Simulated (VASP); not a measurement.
# TiAl (P-6m2) in VASP: notebook

TiAl is run at these levels: LDA; tasks: single point.

Everything below comes from runs of VASP 6.6.1. Logs are shortened: lines on timing, memory, paths and dates and some standing lists are left out, and cuts for length are marked.

**1. The cell of the first run**

It takes space group P-6m2 (No. 187, hexagonal). Conventional cell: a = 2.920 Å, b = 2.920 Å, c = 4.767 Å, α = 90.00°, β = 90.00°, γ = 120.00°. Ti (site symmetry -6m2) has 6 Al at 2.92 Å and 6 Ti at 2.92 Å within 3.8 Å. Al (site symmetry -6m2) has 6 Ti at 2.92 Å and 6 Al at 2.92 Å within 3.8 Å.

**2. Single point, LDA, collinear spin, ferromagnetic start**

Contents of INCAR:

```
PREC = Accurate ; ENCUT = 520
EDIFF = 1E-7 ; ISMEAR = 0
SIGMA = 0.15 ; LREAL = F
LASPH = T ; NELM = 150
ALGO = Normal ; ISIF = 2
LWAVE = F ; LCHARG = T
ISPIN = 2 ; MAGMOM = 0.125 0
LORBIT = 11 ; NUPDOWN = 0.125
LMAXMIX = 4 ; GGA = CA
LELF = T ; LVHAR = T
NBANDS = 18
```

Contents of KPOINTS:

```
Automatic mesh
0
Gamma
  21 21 12
```

Contents of POSCAR:

```
TiAl
1.0
    2.9202514666      0.0000000000      0.0000000000
   -1.4601257333      2.5290119555      0.0000000000
    0.0000000000      0.0000000000      4.7667335796
Ti Al
1 1
Direct
    0.0000000000      0.0000000000      0.0000000000
    0.3333333333      0.6666666667      0.5000000000
```

Potentials or basis: VASP PAW LDA potentials, release 64 (Ti_sv, Al).

Launch:

```sh
$ cat potpaw_LDA.64/Ti_sv/POTCAR potpaw_LDA.64/Al/POTCAR > POTCAR
$ mpirun -np 1 vasp_std > vasp.out
```

OUTCAR:

```text
PREC = Accurate
   ENCUT = 520
   EDIFF = 1E-7
   ISMEAR = 0
   LREAL = F
   LASPH = T
   NELM = 150
   ISIF = 2
   ISPIN = 2
   LORBIT = 11
   NUPDOWN = 0.125
   GGA = CA

 ion  position               nearest neighbor table
   1  0.000  0.000  0.000-   2 2.92   2 2.92   2 2.92   2 2.92   2 2.92   2 2.92
   2  0.333  0.667  0.500-   1 2.92   1 2.92   1 2.92   1 2.92   1 2.92   1 2.92

  LATTYP: Found a hexagonal cell.
 ALAT       =     2.9202514666
 C/A-ratio  =     1.6323024350

  Lattice vectors:

 A1 = (   2.9202514666,   0.0000000000,   0.0000000000)
 A2 = (  -1.4601257333,   2.5290119555,   0.0000000000)
 A3 = (   0.0000000000,   0.0000000000,   4.7667335796)

Analysis of symmetry for initial positions (statically):
=====================================================================
 Subroutine PRICEL returns:
 Original cell was already a primitive cell.

 Routine SETGRP: Setting up the symmetry group for a
 hexagonal supercell.

 Subroutine GETGRP returns: Found 12 space group operations
 (whereof 12 operations were pure point group operations)
 out of a pool of 24 trial point group operations.

The static configuration has the point symmetry D_3h.

Analysis of symmetry for dynamics (positions and initial velocities):
=====================================================================
 Subroutine PRICEL returns:
 Original cell was already a primitive cell.

 Routine SETGRP: Setting up the symmetry group for a
 hexagonal supercell.

 Subroutine GETGRP returns: Found 12 space group operations
 (whereof 12 operations were pure point group operations)
 out of a pool of 24 trial point group operations.

The dynamic configuration has the point symmetry D_3h.

Analysis of structural, dynamic, and magnetic symmetry:
=====================================================================
 Subroutine PRICEL returns:
 Original cell was already a primitive cell.

 Routine SETGRP: Setting up the symmetry group for a
 hexagonal supercell.

 Subroutine GETGRP returns: Found 12 space group operations
 (whereof 12 operations were pure point group operations)
 out of a pool of 24 trial point group operations.

The overall configuration has the point symmetry D_3h.

 Subroutine INISYM returns: Found 12 space group operations
 (whereof 12 operations are pure point group operations),
 and found     1 'primitive' translations

----------------------------------------------------------------------------------------

                                     Primitive cell

  volume of cell :      35.2040

  direct lattice vectors                    reciprocal lattice vectors
     2.920251467  0.000000000  0.000000000     0.342436263  0.197705669  0.000000000
    -1.460125733  2.529011956  0.000000000     0.000000000  0.395411338  0.000000000
     0.000000000  0.000000000  4.766733580     0.000000000  0.000000000  0.209787265

  length of vectors
     2.920251467  2.920251467  4.766733580     0.395411338  0.395411338  0.209787265

  position of ions in fractional coordinates (direct lattice)
     0.000000000  0.000000000  0.000000000
     0.333333333  0.666666667  0.500000000

  ion indices of the primitive-cell ions
   primitive index   ion index
                 1           1
                 2           2

----------------------------------------------------------------------------------------

 KPOINTS: Automatic mesh

Automatic generation of k-mesh.
 Grid dimensions read from file:
 generate k-points for:   21   21   12

 Generating k-lattice:

  Cartesian coordinates                     Fractional coordinates (reciprocal lattice)
     0.016306489  0.009414556  0.000000000     0.047619048  0.000000000  0.000000000
     0.000000000  0.018829111  0.000000000     0.000000000  0.047619048  0.000000000
     0.000000000  0.000000000  0.017482272     0.000000000  0.000000000  0.083333333

  Length of vectors
     0.018829111  0.018829111  0.017482272

  Shift w.r.t. Gamma in fractional coordinates (k-lattice)
     0.000000000  0.000000000  0.000000000

 Subroutine IBZKPT returns following result:
 ===========================================

 Found    336 irreducible k-points:

 Following reciprocal coordinates:
            Coordinates               Weight
  0.000000  0.000000  0.000000      1.000000
  0.047619  0.000000  0.000000      6.000000
  0.095238  0.000000  0.000000      6.000000
  0.142857  0.000000  0.000000      6.000000
  0.190476  0.000000  0.000000      6.000000
  0.238095  0.000000  0.000000      6.000000
[... 16 lines left out ...]
  0.142857  0.095238  0.000000     12.000000
  0.190476  0.095238  0.000000     12.000000
 [... further k-points ...]
   k-points           NKPTS =    336   k-points in BZ     NKDIM =    336   number of bands    NBANDS=     18
   number of dos      NEDOS =    301   number of ions     NIONS =      2
   total plane-waves  NPLWV =  20736
   dimension x,y,z NGX =    24 NGY =   24 NGZ =   36
   dimension x,y,z NGXF=    48 NGYF=   48 NGZF=   72
   ions per type =               1   1
   NGX,Y,Z   is equivalent  to a cutoff of  13.66, 13.66, 12.56 a.u.
   NGXF,Y,Z  is equivalent  to a cutoff of  27.33, 27.33, 25.11 a.u.
 SYSTEM =  unknown system
   PREC   = accura    normal or accurate (medium, high low for compatibility)
   ISTART =      0    job   : 0-new  1-cont  2-samecut
   ICHARG =      2    charge: 1-file 2-atom 10-const
   ISPIN  =      2    spin polarized calculation?
   LNONCOLLINEAR =      F non collinear calculations
   LSORBIT =      F    spin-orbit coupling
   LASPH  =      T    aspherical Exc in radial PAW
   ENCUT  =  520.0 eV  38.22 Ry    6.18 a.u.   5.43  5.43  8.86*2*pi/ulx,y,z
   NELM   =    150;   NELMIN=  2; NELMDL= -5     # of ELM steps
   EDIFF  = 0.1E-06   stopping-criterion for ELM
   LREAL  =      F    real-space projection
   EDIFFG = 0.1E-05   stopping-criterion for IOM
   NSW    =      0    number of steps for IOM
   IBRION =     -1    ionic relax: 0-MD 1-quasi-New 2-CG
   NFREE  =      0    steps in history (QN), initial steepest desc. (CG)
   ISIF   =      2    stress and relaxation
   ISYM   =      2    0-nonsym 1-usesym 2-fastsym
   POTIM  = 0.5000    time-step for ionic-motion
   TEBEG  =    0.0;   TEEND  =   0.0 temperature during run
   PSTRESS=    0.0 pullay stress
   NELECT =      15.0000    total number of electrons
   NUPDOWN=       0.1250    fix difference up-down
   EMIN   =  10.00;   EMAX   =-10.00  energy-range for DOS
   EFERMI =   0.00;   METHOD = LEGACY
   ISMEAR =     0;   SIGMA  =   0.15  broadening in eV -4-tet -1-fermi 0-gaus
   EFERMI_NEDOS =   21; number of points for ismear=-14 and -15
   IALGO  =     38    algorithm
   IMIX   =      4    mixing-type and parameters
     AMIX     =   0.40;   BMIX     =  1.00
     AMIX_MAG =   1.60;   BMIX_MAG =  1.00
  volume/ion in A,a.u.               =      17.60       118.78
  Fermi-wavevector in a.u.,A,eV,Ry     =   1.231898  2.327949 20.647814  1.517571
  Thomas-Fermi vector in A             =   2.366689
   LORBIT       =     11    0 simple, 1 ext, 2 COOP (PROOUT), +10 PAW based schemes
   GGA     = CA    functional components
   LHFCALC =     F    Hartree Fock is set to
   AEXX    =    0.0000 exact exchange contribution
   IVDW    =     0    specifies the selected vdW correction
   LEPSILON=     F    determine dielectric tensor
   LRPA    =     F    only Hartree local field effects (RPA)
 spin polarized calculation
 Gauss-broadening in eV      SIGMA  =   0.15
  energy-cutoff  :      520.00
  volume of cell :       35.20
 maximum number of plane-waves:       970
 NGX is ok and might be reduce to    24
   NGX = 11   NGY = 11   NGZ = 17

 number of electron      14.9999996 magnetization       0.1250000

 Free energy of the ion-electron system (eV)
  ---------------------------------------------------
  ext. energy  EPLUGINS =         0.00000000
  ---------------------------------------------------
  free energy    TOTEN  =       -13.12645983 eV

  energy without entropy =      -13.09602641  energy(sigma->0) =      -13.11124312

 E-fermi :   7.0860     XC(G=0): -10.9176

 val. band max:        7.1127236902   @ k =   0.1905   0.1429   0.2500
 cond. band min:       7.0892232339   @ k =   0.2381   0.1429   0.1667
 fundamental gap:     -0.0235004563
 Fermi energy:         7.1140614413

 spin component 1

 k-point     1 :       0.0000    0.0000    0.0000
  band No.  band energies     occupation
      1     -48.8895      1.00000
      2     -25.5815      1.00000
      3     -25.2138      1.00000
      4     -25.2138      1.00000
      5      -1.5461      1.00000
      6       4.8312      1.00000
[... 10 lines left out ...]
     17      20.7109      0.00000
     18      23.7241      0.00000
[... 463 lines left out ...]
 k-point    24 :       0.1905    0.0952    0.0000
  band No.  band energies     occupation
      1     -48.8489      1.00000
      2     -25.5413      1.00000
      3     -25.4594      1.00000
      4     -25.2830      1.00000
      5      -0.0640      1.00000
      6       5.5228      1.00000
[... 10 lines left out ...]
     17      21.7524      0.00000
     18      22.5948      0.00000

 [... further k-points ...]

 spin component 2

 k-point     1 :       0.0000    0.0000    0.0000
  band No.  band energies     occupation
      1     -48.8279      1.00000
      2     -25.5265      1.00000
      3     -25.1493      1.00000
      4     -25.1493      1.00000
      5      -1.5188      1.00000
      6       4.9033      1.00000
[... 10 lines left out ...]
     17      20.7695      0.00000
     18      23.7588      0.00000
[... 463 lines left out ...]
 k-point    24 :       0.1905    0.0952    0.0000
  band No.  band energies     occupation
      1     -48.7874      1.00000
      2     -25.4863      1.00000
      3     -25.3945      1.00000
      4     -25.2184      1.00000
      5      -0.0372      1.00000
      6       5.5619      1.00000
[... 10 lines left out ...]
     17      21.7859      0.00000
     18      22.6461      0.00000

 [... further k-points ...]
[... 5 lines left out ...]
  --------------------------------------------------------------------------------------
  -------------------------------------------------------------------------------------
  Total       -2.1940021     -2.1940021     -2.6140261      0.0000000      0.0000000     -0.0000000
  in kB      -99.8517326    -99.8517326   -118.9675407      0.0000000      0.0000000     -0.0000000
  external PRESSURE =    -106.2236686 kB  Pullay stress =       0.0000000 kB

 VOLUME and BASIS-vectors are now :
 -----------------------------------------------------------------------------
  energy-cutoff  :      520.00
  volume of cell :       35.20
      direct lattice vectors                 reciprocal lattice vectors
     2.920251467  0.000000000  0.000000000     0.342436263  0.197705669  0.000000000
    -1.460125733  2.529011956  0.000000000     0.000000000  0.395411338  0.000000000
     0.000000000  0.000000000  4.766733580     0.000000000  0.000000000  0.209787265

 POSITION                                       TOTAL-FORCE (eV/Angst)
 -----------------------------------------------------------------------------------
      0.00000      0.00000      0.00000        -0.000000      0.000000      0.000000
     -0.00000      1.68601      2.38337         0.000000     -0.000000      0.000000
 -----------------------------------------------------------------------------------
    total drift:                                0.000000     -0.000000      0.000000

  FREE ENERGIE OF THE ION-ELECTRON SYSTEM (eV)
  ---------------------------------------------------
  free  energy   TOTEN  =       -13.1264598333 eV

  energy  without entropy=      -13.0960264126  energy(sigma->0) =      -13.11124312

 total charge

# of ion       s       p       d       tot
------------------------------------------
    1        2.211   6.115   1.895  10.221
    2        0.436   0.361   0.000   0.797
--------------------------------------------------
tot          2.647   6.476   1.895  11.018

 magnetization (x)

# of ion       s       p       d       tot
------------------------------------------
    1        0.001   0.007   0.067   0.075
    2        0.000   0.002   0.000   0.002
--------------------------------------------------
tot          0.001   0.009   0.067   0.077
```

Run time: 12 min. Hardware: 1 thread of Oxide Virtual Turin-like, shared host; peak memory 0.36 GiB.

Results:

| Item | Value |
| --- | --- |
| Free energy | -13.1265 eV |
| Pressure | -10.6 GPa |
| Net moment | 0.12 μB per cell |
| Site moments | Ti +0.07; Al +0.00 μB |
| Valence electrons inside the program's atomic spheres | Ti 10.22; Al 0.80 |

Stress tensor (GPa, compression positive):
```
 -9.99   0.00   0.00
  0.00  -9.99   0.00
  0.00   0.00 -11.90
```

Caveat: the total moment is fixed, so each spin has its own Fermi level.

**3. Single point, LDA, collinear spin, ferromagnetic start**

This run uses another cell than the first one, of 15.72 Å³/atom, 0.893 times its volume.

Contents of INCAR:

```
PREC     = Accurate       # precision mode
ENCUT    = 520            # plane-wave cutoff, eV
EDIFF    = 1E-7           # SCF threshold, eV
ISMEAR   = 0              # smearing method
SIGMA    = 0.15           # smearing width, eV
LREAL    = False          # projectors in reciprocal space
LASPH    = True           # aspherical terms in the spheres
NELM     = 150            # most SCF steps
ALGO     = Normal         # electronic algorithm
ISIF     = 2              # what is computed and relaxed
LWAVE    = False          # write WAVECAR
LCHARG   = False          # write CHGCAR
ISPIN    = 2              # spin polarisation
MAGMOM   = 1 0            # initial moments
LORBIT   = 11             # projections on sites
NUPDOWN  = 1.0            # fixed moment
LMAXMIX  = 4              # l up to which the mixer works
NBANDS   = 18             # bands
```

KPOINTS is that of step 2.

Contents of POSCAR:

```
TiAl
1.0
    2.8120068102      0.0000000000      0.0000000000
   -1.4060034051      2.4352693333      0.0000000000
    0.0000000000      0.0000000000      4.5900455634
Ti Al
1 1
Direct
    0.0000000000      0.0000000000      0.0000000000
    0.3333333333      0.6666666667      0.5000000000
```

Potentials or basis: VASP PAW LDA potentials, release 64 (Ti_sv, Al).

Launch:

```sh
$ cat potpaw_LDA.64/Ti_sv/POTCAR potpaw_LDA.64/Al/POTCAR > POTCAR
$ mpirun -np 1 vasp_std > vasp.out
```

It took 8.4 min on 1 thread of Oxide Virtual Turin-like, shared host; peak memory 0.34 GiB.

Results (log left out):

```
Free energy                                           : -13.1520 eV
Pressure                                              : 1.0 GPa
Net moment                                            : 1.00 μB per cell
Site moments                                          : Ti +0.61; Al +0.03 μB
Valence electrons inside the program's atomic spheres : Ti 10.36; Al 0.84
```

Stress tensor (GPa, compression positive):
```
 2.36  0.00  0.00
 0.00  2.36  0.00
 0.00  0.00 -1.58
```

Caveat: the total moment is fixed, so each spin has its own Fermi level.
